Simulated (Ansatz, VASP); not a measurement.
Given: the input of a run of Ansatz 0.2.0 on Sn.

The input input.yaml:

```yaml
crystal:
  lattice:
    - [-1.8946518192, 1.8946518192, 1.8946518192]
    - [1.8946518192, -1.8946518192, 1.8946518192]
    - [1.8946518192, 1.8946518192, -1.8946518192]
  atoms:
    - { symbol: Sn, position: [0.0, 0.0, 0.0] }
hamiltonian:
  xc: pbe
  pseudopotentials: { kind: paw }
kpoints:
  mp_grid: { grid: [10, 10, 10] }
scf:
  occupations: { method: gaussian, width: 0.015 }
output:
  forces: true
  stress: true
  eigenvalues: true
```

Potentials or basis: Ansatz PAW.

Launch:

```console
$ ansatz run input.yaml --threads 2 --pin off --max-ram 5632MiB --backend cpu --events-out ev --progress --plain --runs-dir out
```

Q: Set up the same calculation for VASP 6.6.1. Potentials there: VASP PAW PBE potentials, release 64 (Sn_d).

A: As run (the cutoff follows the program's own potentials):

Contents of INCAR:

```
SYSTEM = Sn
PREC = Accurate
ENCUT = 500
EDIFF = 1E-6
ISMEAR = 0
SIGMA = 0.015
LREAL = .FALSE.
LASPH = .TRUE.
NELM = 120
ALGO = Normal
ISIF = 2
LWAVE = .FALSE.
LCHARG = .TRUE.
GGA = PE
LELF = .TRUE.
LVHAR = .TRUE.
NBANDS = 13
GGA_COMPAT = .FALSE.
```

KPOINTS

```
regular mesh
0
G
  10 10 10
  0 0 0
```

File POSCAR:

```
Sn
1.0
   -1.8946518192      1.8946518192      1.8946518192
    1.8946518192     -1.8946518192      1.8946518192
    1.8946518192      1.8946518192     -1.8946518192
Sn
1
Direct
    0.0000000000      0.0000000000      0.0000000000
```

Potentials or basis: VASP PAW PBE potentials, release 64 (Sn_d).

Launch:

```console
$ cat potpaw_PBE.64/Sn_d/POTCAR > POTCAR
$ mpirun -np 1 vasp_std > vasp.out
```

Both were run:

|  | VASP | Ansatz | Ansatz less VASP |
| --- | --- | --- | --- |
| gap on the k mesh at the Fermi level (eV) | none | none | - |
| pressure (GPa) | 0.6 | 0.7 | +0.05 |

A gap of «none» marks a metal or a gap that the smearing closes. The functional is the same, so the differences come from potentials, cutoffs and numerics.
